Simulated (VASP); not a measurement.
# ZrSi2 (Cmcm) in VASP: further runs, part 2 of 2

VASP 6.6.1.

### 3 Electric field gradients, PBE

File INCAR:

```
SYSTEM = ZrSi2
  PREC = Accurate
  ENCUT = 520
  EDIFF = 1E-8
  ISMEAR = -1
  SIGMA = 0.03
  LREAL = .False.
  LASPH = .True.
  NELM = 100
  ALGO = Normal
  ISIF = 2
  LWAVE = .False.
  LCHARG = .False.
  GGA = PE
  LEFG = .True.
  NBANDS = 29
```

File KPOINTS:

```
Automatic mesh
0
Gamma
  8 8 8
  0 0 0
```

File POSCAR:

```
ZrSi2
1.0
    1.8530000000     -7.3675000000      0.0000000000
    1.8530000000      7.3675000000      0.0000000000
    0.0000000000      0.0000000000      3.6720000000
Zr Si
2 4
Direct
    0.8946000000      0.1054000000      0.7500000000
    0.1054000000      0.8946000000      0.2500000000
    0.5522000000      0.4478000000      0.7500000000
    0.4478000000      0.5522000000      0.2500000000
    0.2496000000      0.7504000000      0.7500000000
    0.7504000000      0.2496000000      0.2500000000
```

Potentials or basis: VASP PAW PBE potentials, release 64 (Zr_sv, Si).

Launch:

```
$ cat potpaw_PBE.64/Zr_sv/POTCAR potpaw_PBE.64/Si/POTCAR > POTCAR
$ mpirun -np 1 vasp_std > vasp.out
```

OUTCAR:

```text
SYSTEM = ZrSi2
   PREC = Accurate
   ENCUT = 520
   EDIFF = 1E-8
   ISMEAR = -1
   LREAL = .False.
   LASPH = .True.
   NELM = 100
   ISIF = 2
   GGA = PE

 ion  position               nearest neighbor table
   1  0.895  0.105  0.750-   4 2.72   4 2.72   4 2.72   4 2.72   6 2.81   6 2.81   5 2.83   5 2.83
                             3 2.97   3 2.97   2 3.61   2 3.61
   2  0.105  0.895  0.250-   3 2.72   3 2.72   3 2.72   3 2.72   5 2.81   5 2.81   6 2.83   6 2.83
                             4 2.97   4 2.97   1 3.61   1 3.61
   3  0.552  0.448  0.750-   4 2.40   4 2.40   2 2.72   2 2.72   2 2.72   2 2.72   1 2.97   1 2.97

   4  0.448  0.552  0.250-   3 2.40   3 2.40   1 2.72   1 2.72   1 2.72   1 2.72   2 2.97   2 2.97

   5  0.250  0.750  0.750-   6 2.61   6 2.61   6 2.61   6 2.61   2 2.81   2 2.81   1 2.83   1 2.83

   6  0.750  0.250  0.250-   5 2.61   5 2.61   5 2.61   5 2.61   1 2.81   1 2.81   2 2.83   2 2.83

  LATTYP: Found a base centered orthorhombic cell.
 ALAT       =     3.7060000000
 B/A-ratio  =     3.9759848894
 C/A-ratio  =     0.9908256881

  Lattice vectors:

 A1 = (   1.8530000000,  -7.3675000000,   0.0000000000)
 A2 = (   1.8530000000,   7.3675000000,   0.0000000000)
 A3 = (   0.0000000000,   0.0000000000,   3.6720000000)

Analysis of symmetry for initial positions (statically):
=====================================================================
 Subroutine PRICEL returns:
 Original cell was already a primitive cell.

 Routine SETGRP: Setting up the symmetry group for a
 base centered orthorhombic supercell.

 Subroutine GETGRP returns: Found  8 space group operations
 (whereof  4 operations were pure point group operations)
 out of a pool of  8 trial point group operations.

The static configuration has the point symmetry C_2h.
 The point group associated with its full space group is D_2h.

Analysis of symmetry for dynamics (positions and initial velocities):
=====================================================================
 Subroutine PRICEL returns:
 Original cell was already a primitive cell.

 Routine SETGRP: Setting up the symmetry group for a
 base centered orthorhombic supercell.

 Subroutine GETGRP returns: Found  8 space group operations
 (whereof  4 operations were pure point group operations)
 out of a pool of  8 trial point group operations.

The dynamic configuration has the point symmetry C_2h.
 The point group associated with its full space group is D_2h.

 Subroutine INISYM returns: Found  8 space group operations
 (whereof  4 operations are pure point group operations),
 and found     1 'primitive' translations

----------------------------------------------------------------------------------------

                                     Primitive cell

  volume of cell :     100.2601

  direct lattice vectors                    reciprocal lattice vectors
     1.853000000 -7.367500000  0.000000000     0.269832704 -0.067865626  0.000000000
     1.853000000  7.367500000  0.000000000     0.269832704  0.067865626  0.000000000
     0.000000000  0.000000000  3.672000000     0.000000000  0.000000000  0.272331155

  length of vectors
     7.596951050  7.596951050  3.672000000     0.278236287  0.278236287  0.272331155

[... 110 lines left out ...]
  Fermi-wavevector in a.u.,A,eV,Ry     =   1.205180  2.277461 19.761917  1.452460
  Thomas-Fermi vector in A             =   2.340884
   LORBIT       =      0    0 simple, 1 ext, 2 COOP (PROOUT), +10 PAW based schemes
   GGA     = PE    functional components
   LHFCALC =     F    Hartree Fock is set to
   AEXX    =    0.0000 exact exchange contribution
   IVDW    =     0    specifies the selected vdW correction
   LEPSILON=     F    determine dielectric tensor
   LRPA    =     F    only Hartree local field effects (RPA)
 non-spin polarized calculation
  energy-cutoff  :      520.00
  volume of cell :      100.26
 maximum number of plane-waves:      2728
 NGX is ok and might be reduce to    60
   NGX = 29   NGY = 29   NGZ = 13

 number of electron      40.0000000 magnetization

 Free energy of the ion-electron system (eV)
  ---------------------------------------------------
  ext. energy  EPLUGINS =         0.00000000
  ---------------------------------------------------
  free energy    TOTEN  =       -42.70716558 eV

  energy without entropy =      -42.70244781  energy(sigma->0) =      -42.70480670

 E-fermi :  10.0859     XC(G=0): -11.2732

 val. band max:       10.0824210296   @ k =   0.5000   0.5000   0.5000
 cond. band min:      10.0917122880   @ k =  -0.2500   0.2500   0.5000
 fundamental gap:      0.0092912584
 Fermi energy:        10.0858844836

 k-point     1 :       0.0000    0.0000    0.0000
  band No.  band energies     occupation
      1     -38.7299      2.00000
      2     -38.7174      2.00000
      3     -16.9653      2.00000
      4     -16.8285      2.00000
      5     -16.8061      2.00000
      6     -16.7992      2.00000
[... 757 lines left out ...]
     28      13.5820      0.00000
     29      14.0774      0.00000

 [... further k-points ...]
[... 5 lines left out ...]
  --------------------------------------------------------------------------------------
  -------------------------------------------------------------------------------------
  Total       -0.1309598      0.9190232      0.8322509      0.0000000      0.0000000      0.0000000
  in kB       -2.0927650     14.6861794     13.2995405      0.0000000      0.0000000      0.0000000
  external PRESSURE =       8.6309850 kB  Pullay stress =       0.0000000 kB

 VOLUME and BASIS-vectors are now :
 -----------------------------------------------------------------------------
  energy-cutoff  :      520.00
  volume of cell :      100.26
      direct lattice vectors                 reciprocal lattice vectors
     1.853000000 -7.367500000  0.000000000     0.269832704 -0.067865626  0.000000000
     1.853000000  7.367500000  0.000000000     0.269832704  0.067865626  0.000000000
     0.000000000  0.000000000  3.672000000     0.000000000  0.000000000  0.272331155

 POSITION                                       TOTAL-FORCE (eV/Angst)
 -----------------------------------------------------------------------------------
      1.85300     -5.81443      2.75400         0.000000     -0.045835     -0.000000
      1.85300      5.81443      0.91800         0.000000      0.045835      0.000000
      1.85300     -0.76917      2.75400         0.000000     -0.176606      0.000000
      1.85300      0.76917      0.91800         0.000000      0.176606      0.000000
      1.85300      3.68964      2.75400         0.000000     -0.067930      0.000000
      1.85300     -3.68964      0.91800         0.000000      0.067930      0.000000
 -----------------------------------------------------------------------------------
    total drift:                                0.000000      0.000000     -0.000000

  FREE ENERGIE OF THE ION-ELECTRON SYSTEM (eV)
  ---------------------------------------------------
  free  energy   TOTEN  =       -42.7071655785 eV

  energy  without entropy=      -42.7024478116  energy(sigma->0) =      -42.70480670

 Electric field gradients (V/A^2)
---------------------------------------------------------------------
 ion       V_xx      V_yy      V_zz      V_xy      V_xz      V_yz
---------------------------------------------------------------------
   1      13.466    -4.094    -9.372     0.000    -0.000     0.000
   2      13.466    -4.094    -9.372    -0.000    -0.000     0.000
   3     -25.121    35.800   -10.679     0.000    -0.000     0.000
   4     -25.121    35.800   -10.679     0.000    -0.000     0.000
   5      23.492   -42.603    19.111    -0.000     0.000    -0.000
   6      23.492   -42.603    19.111     0.000     0.000    -0.000
---------------------------------------------------------------------

 Electric field gradients after diagonalization (V/A^2)
 (convention: |V_zz| > |V_xx| > |V_yy|)
----------------------------------------------------------------------
 ion       V_xx      V_yy      V_zz     asymmetry (V_yy - V_xx)/ V_zz
----------------------------------------------------------------------
   1      -9.372    -4.094    13.466       0.392
   2      -9.372    -4.094    13.466       0.392
   3     -25.121   -10.679    35.800       0.403
   4     -25.121   -10.679    35.800       0.403
   5      23.492    19.111   -42.603       0.103
   6      23.492    19.111   -42.603       0.103
----------------------------------------------------------------------

           NMR quadrupolar parameters

 Cq : quadrupolar parameter    Cq=e*Q*V_zz/h
 eta: asymmetry parameters     (V_yy - V_xx)/ V_zz
 Q  : nuclear electric quadrupole moment in mb (millibarn)
----------------------------------------------------------------------
 ion       Cq(MHz)       eta       Q (mb)
----------------------------------------------------------------------
   1       0.033       0.392       1.000
   2       0.033       0.392       1.000
   3       0.087       0.403       1.000
   4       0.087       0.403       1.000
   5      -0.103       0.103       1.000
   6      -0.103       0.103       1.000
----------------------------------------------------------------------
```

Wall time 7.5 min (1 thread of Intel Xeon Platinum 8259CL at 2.50GHz (Skylake/Cascade Lake), shared host); peak memory 0.46 GiB.

What came out:

```yaml
Free_energy: -42.7072 eV
Pressure: 0.9 GPa
Largest_force: 0.177 eV/Å
Band_gap_on_the_k_mesh: zero (band 20 reaches 10.41 eV, above the bottom of band 21 at 9.60 eV)
```

Forces on the atoms (eV/Å):
```
Zr   0.000 -0.046  0.000
Zr   0.000  0.046  0.000
Si   0.000 -0.177  0.000
Si   0.000  0.177  0.000
Si   0.000 -0.068  0.000
Si   0.000  0.068  0.000
```

Electric field gradients, principal values (V/Å²):
```csv
atom,least,middle,greatest (by size)
1 Zr,-4.094,-9.372,13.466
2 Zr,-4.094,-9.372,13.466
3 Si,-10.679,-25.121,35.800
4 Si,-10.679,-25.121,35.800
5 Si,19.111,23.492,-42.603
6 Si,19.111,23.492,-42.603
```

Caveat: without QUAD_EFG the Cq values of the log hold for a quadrupole moment of 1 mb, not for the nuclei.

### 4 Electric field gradients, PBE

File INCAR:

```
SYSTEM = ZrSi2
  PREC = Accurate
  ENCUT = 520
  EDIFF = 1E-8
  ISMEAR = -1
  SIGMA = 0.03
  LREAL = .FALSE.
  LASPH = .TRUE.
  NELM = 100
  ALGO = Normal
  ISIF = 2
  LWAVE = .FALSE.
  LCHARG = .FALSE.
  GGA = PE
  LEFG = .TRUE.
  NBANDS = 29
```

File KPOINTS:

```
regular mesh
0
G
  8 8 8
  0 0 0
```

POSCAR is that of step 3.

Potentials or basis: VASP PAW PBE potentials, release 64 (Zr_sv, Si).

Launch:

```
$ cat potpaw_PBE.64/Zr_sv/POTCAR potpaw_PBE.64/Si/POTCAR > POTCAR
$ mpirun -np 1 vasp_std > vasp.out
```

OUTCAR:

```text
SYSTEM = ZrSi2
   PREC = Accurate
   ENCUT = 520
   EDIFF = 1E-8
   ISMEAR = -1
   LREAL = .FALSE.
   LASPH = .TRUE.
   NELM = 100
   ISIF = 2
   GGA = PE

 ion  position               nearest neighbor table
   1  0.895  0.105  0.750-   4 2.72   4 2.72   4 2.72   4 2.72   6 2.81   6 2.81   5 2.83   5 2.83
                             3 2.97   3 2.97   2 3.61   2 3.61
   2  0.105  0.895  0.250-   3 2.72   3 2.72   3 2.72   3 2.72   5 2.81   5 2.81   6 2.83   6 2.83
                             4 2.97   4 2.97   1 3.61   1 3.61
   3  0.552  0.448  0.750-   4 2.40   4 2.40   2 2.72   2 2.72   2 2.72   2 2.72   1 2.97   1 2.97

   4  0.448  0.552  0.250-   3 2.40   3 2.40   1 2.72   1 2.72   1 2.72   1 2.72   2 2.97   2 2.97

   5  0.250  0.750  0.750-   6 2.61   6 2.61   6 2.61   6 2.61   2 2.81   2 2.81   1 2.83   1 2.83

   6  0.750  0.250  0.250-   5 2.61   5 2.61   5 2.61   5 2.61   1 2.81   1 2.81   2 2.83   2 2.83

  LATTYP: Found a base centered orthorhombic cell.
 ALAT       =     3.7060000000
 B/A-ratio  =     3.9759848894
 C/A-ratio  =     0.9908256881

  Lattice vectors:

 A1 = (   1.8530000000,  -7.3675000000,   0.0000000000)
 A2 = (   1.8530000000,   7.3675000000,   0.0000000000)
 A3 = (   0.0000000000,   0.0000000000,   3.6720000000)

Analysis of symmetry for initial positions (statically):
=====================================================================
 Subroutine PRICEL returns:
 Original cell was already a primitive cell.

 Routine SETGRP: Setting up the symmetry group for a
 base centered orthorhombic supercell.

 Subroutine GETGRP returns: Found  8 space group operations
 (whereof  4 operations were pure point group operations)
 out of a pool of  8 trial point group operations.
[... 956 lines left out ...]
  Total       -0.1309598      0.9190232      0.8322509      0.0000000      0.0000000      0.0000000
  in kB       -2.0927650     14.6861794     13.2995405      0.0000000      0.0000000      0.0000000
  external PRESSURE =       8.6309850 kB  Pullay stress =       0.0000000 kB

 VOLUME and BASIS-vectors are now :
 -----------------------------------------------------------------------------
  energy-cutoff  :      520.00
  volume of cell :      100.26
      direct lattice vectors                 reciprocal lattice vectors
     1.853000000 -7.367500000  0.000000000     0.269832704 -0.067865626  0.000000000
     1.853000000  7.367500000  0.000000000     0.269832704  0.067865626  0.000000000
     0.000000000  0.000000000  3.672000000     0.000000000  0.000000000  0.272331155

 POSITION                                       TOTAL-FORCE (eV/Angst)
 -----------------------------------------------------------------------------------
      1.85300     -5.81443      2.75400         0.000000     -0.045835     -0.000000
      1.85300      5.81443      0.91800         0.000000      0.045835      0.000000
      1.85300     -0.76917      2.75400         0.000000     -0.176606      0.000000
      1.85300      0.76917      0.91800         0.000000      0.176606      0.000000
      1.85300      3.68964      2.75400         0.000000     -0.067930      0.000000
      1.85300     -3.68964      0.91800         0.000000      0.067930      0.000000
 -----------------------------------------------------------------------------------
    total drift:                                0.000000      0.000000     -0.000000

  FREE ENERGIE OF THE ION-ELECTRON SYSTEM (eV)
  ---------------------------------------------------
  free  energy   TOTEN  =       -42.7071655785 eV

  energy  without entropy=      -42.7024478116  energy(sigma->0) =      -42.70480670

 Electric field gradients (V/A^2)
---------------------------------------------------------------------
 ion       V_xx      V_yy      V_zz      V_xy      V_xz      V_yz
---------------------------------------------------------------------
   1      13.466    -4.094    -9.372     0.000    -0.000     0.000
   2      13.466    -4.094    -9.372    -0.000    -0.000     0.000
   3     -25.121    35.800   -10.679     0.000    -0.000     0.000
   4     -25.121    35.800   -10.679     0.000    -0.000     0.000
   5      23.492   -42.603    19.111    -0.000     0.000    -0.000
   6      23.492   -42.603    19.111     0.000     0.000    -0.000
---------------------------------------------------------------------

 Electric field gradients after diagonalization (V/A^2)
 (convention: |V_zz| > |V_xx| > |V_yy|)
----------------------------------------------------------------------
 ion       V_xx      V_yy      V_zz     asymmetry (V_yy - V_xx)/ V_zz
----------------------------------------------------------------------
   1      -9.372    -4.094    13.466       0.392
   2      -9.372    -4.094    13.466       0.392
   3     -25.121   -10.679    35.800       0.403
   4     -25.121   -10.679    35.800       0.403
   5      23.492    19.111   -42.603       0.103
   6      23.492    19.111   -42.603       0.103
----------------------------------------------------------------------

           NMR quadrupolar parameters

 Cq : quadrupolar parameter    Cq=e*Q*V_zz/h
 eta: asymmetry parameters     (V_yy - V_xx)/ V_zz
 Q  : nuclear electric quadrupole moment in mb (millibarn)
----------------------------------------------------------------------
 ion       Cq(MHz)       eta       Q (mb)
----------------------------------------------------------------------
   1       0.033       0.392       1.000
   2       0.033       0.392       1.000
   3       0.087       0.403       1.000
   4       0.087       0.403       1.000
   5      -0.103       0.103       1.000
   6      -0.103       0.103       1.000
----------------------------------------------------------------------
```

OSZICAR:

```text
N       E                     dE             d eps       ncg     rms          rms(c)
DAV:   1     0.262954306851E+03    0.26295E+03   -0.19413E+04  6098   0.129E+03
DAV:   2    -0.221035521627E+02   -0.28506E+03   -0.27792E+03  7009   0.327E+02
DAV:   3    -0.432901347929E+02   -0.21187E+02   -0.20901E+02 10682   0.674E+01
DAV:   4    -0.442964015867E+02   -0.10063E+01   -0.10028E+01  8256   0.141E+01
DAV:   5    -0.443404208067E+02   -0.44019E-01   -0.44011E-01  9410   0.237E+00    0.236E+01
DAV:   6    -0.427654257155E+02    0.15750E+01   -0.54887E+00  7671   0.110E+01    0.970E+00
DAV:   7    -0.427175494383E+02    0.47876E-01   -0.64616E-01  9536   0.354E+00    0.300E+00
DAV:   8    -0.427071692274E+02    0.10380E-01   -0.55506E-02  7750   0.126E+00    0.714E-01
DAV:   9    -0.427070950172E+02    0.74210E-04   -0.57058E-03  7782   0.463E-01    0.247E-01
DAV:  10    -0.427071370088E+02   -0.41992E-04   -0.61291E-04  8877   0.150E-01    0.853E-02
DAV:  11    -0.427071687782E+02   -0.31769E-04   -0.10613E-04  7858   0.729E-02    0.208E-02
DAV:  12    -0.427071665759E+02    0.22023E-05   -0.59290E-06  7928   0.164E-02    0.687E-03
DAV:  13    -0.427071655650E+02    0.10109E-05   -0.11641E-06  8422   0.681E-03    0.137E-03
DAV:  14    -0.427071655789E+02   -0.13836E-07   -0.12046E-07  8590   0.237E-03    0.311E-04
DAV:  15    -0.427071655983E+02   -0.19408E-07   -0.42585E-09  4632   0.390E-04    0.106E-04
DAV:  16    -0.427071655823E+02    0.15999E-07   -0.95351E-10  4540   0.178E-04    0.483E-05
DAV:  17    -0.427071655785E+02    0.37580E-08   -0.17667E-10  4390   0.805E-05
   1 F= -.42707166E+02 E0= -.42704807E+02  d E =-.471777E-02
```

It took 8.5 min on 1 thread of Intel Xeon Platinum 8259CL at 2.50GHz (Skylake/Cascade Lake), shared host; peak memory 0.45 GiB.

What came out:

```yaml
Free_energy: -42.7072 eV
Pressure: 0.9 GPa
Largest_force: 0.177 eV/Å
Band_gap_on_the_k_mesh: zero (band 20 reaches 10.41 eV, above the bottom of band 21 at 9.60 eV)
```

Forces on the atoms (eV/Å):
```
Zr   0.000 -0.046  0.000
Zr   0.000  0.046  0.000
Si   0.000 -0.177  0.000
Si   0.000  0.177  0.000
Si   0.000 -0.068  0.000
Si   0.000  0.068  0.000
```

Levels at points of the mesh, in eV from the Fermi level:
```csv
k point,band 17,band 18,band 19,band 20,band 21,band 22,band 23,band 24
"(0.00, 0.00, 0.00)",-2.47,-2.41,-2.37,-0.13,1.08,1.36,1.36,1.57
"(0.50, 0.00, 0.00)",-1.87,-1.50,-0.90,-0.48,-0.48,0.83,0.90,2.06
"(0.50, 0.50, 0.00)",-2.66,-1.98,-1.49,0.28,0.99,1.10,1.44,1.69
"(0.00, 0.00, 0.50)",-1.94,-1.94,-0.10,-0.10,0.07,0.07,1.48,1.48
"(0.50, 0.00, 0.50)",-3.29,-3.29,-2.16,-2.16,2.13,2.13,3.07,3.07
"(0.50, 0.50, 0.50)",-2.25,-2.25,-0.95,-0.95,0.00,0.00,2.25,2.25
```

Electric field gradients, principal values (V/Å²):
```tsv
atom	least	middle	greatest (by size)
1 Zr	-4.094	-9.372	13.466
2 Zr	-4.094	-9.372	13.466
3 Si	-10.679	-25.121	35.800
4 Si	-10.679	-25.121	35.800
5 Si	19.111	23.492	-42.603
6 Si	19.111	23.492	-42.603
```

Caveat: without QUAD_EFG the Cq values of the log hold for a quadrupole moment of 1 mb, not for the nuclei.
